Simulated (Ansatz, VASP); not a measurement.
Eu in VASP and in Ansatz

File INCAR:

```
SYSTEM = Eu
  PREC = Accurate
  ENCUT = 520
  EDIFF = 1E-6
  ISMEAR = -1
  SIGMA = 0.08
  LREAL = .False.
  LASPH = .True.
  NELM = 150
  ALGO = Normal
  ISIF = 2
  LWAVE = .False.
  LCHARG = .False.
  ISPIN = 2
  MAGMOM = 7.2 7.2
  LORBIT = 11
  LMAXMIX = 6
  GGA = PE
  NBANDS = 28
```

KPOINTS

```
regular mesh
0
Gamma
  8 8 5
  0 0 0
```

POSCAR

```
Eu
1.0
    1.9970665100     -3.4797093800      0.0000000000
    1.9970665100      3.4797093800      0.0000000000
    0.0000000000      0.0000000000      6.3407250500
Eu
2
Direct
    0.8368671400      0.1631328600      0.7500000000
    0.1631328600      0.8368671400      0.2500000000
```

Input for Ansatz:

```yaml
crystal:
  lattice:
    - [1.99706651, -3.47970938, 0.0]
    - [1.99706651, 3.47970938, 0.0]
    - [0.0, 0.0, 6.34072505]
  atoms:
    - { symbol: Eu, position: [0.83686714, 0.16313286, 0.75], spin: 7.2 }
    - { symbol: Eu, position: [0.16313286, 0.83686714, 0.25], spin: 7.2 }
magnetization:
  spin_polarized: true
kpoints:
  mp_grid: { grid: [8, 8, 5] }
  band_path:
    path:
      - [0.0, 0.0, 0.0]
      - [-0.5, 0.5, 0.0]
      - [-0.3323453573, 0.6676546427, 0.0]
      - [0.3323453573, 0.3323453573, 0.0]
      - [0.0, 0.0, 0.0]
      - [0.0, 0.0, 0.5]
      - [0.3323453573, 0.3323453573, 0.5]
      - [-0.3323453573, 0.6676546427, 0.5]
      - [-0.5, 0.5, 0.5]
    npoints: 8
scf:
  occupations: { method: fermi_dirac, width: 0.08 }
hamiltonian:
  xc: pbe
  pseudopotentials: { kind: paw }
output:
  eigenvalues: false
  eigenstates:
    nscf_kmesh: { grid: [8, 8, 5] }
    top_band: c50
    exchange_couplings: { magnetic: [{ species: Eu }] }
```

Alike in both runs: task single point; functional PBE; k mesh 8 × 8 × 5; occupations fermi-dirac, width 0.08 eV; collinear spin.

|  | VASP | Ansatz |
| --- | --- | --- |
| version | VASP 6.6.1 | Ansatz 0.2.0 |
| potentials or method | VASP PAW PBE potentials, release 64 (Eu) | PAW with Ansatz's default frozen-core files, scalar-relativistic |
| plane-wave cutoff (eV) | 520 | 420 |
| valence electrons in the cell | 34 | 34 |

|  | VASP | Ansatz | Ansatz less VASP |
| --- | --- | --- | --- |
| net moment per atom (μB) | 7.57 | 7.58 | +0.010 |
| size of the moment on the site where the two differ most (μB) | 6.74 | 7.19 | +0.456 |

Site moments also hang on the region over which each program counts them. Ansatz's warnings: given moment on shells.

Spin-orbit coupling is off throughout.
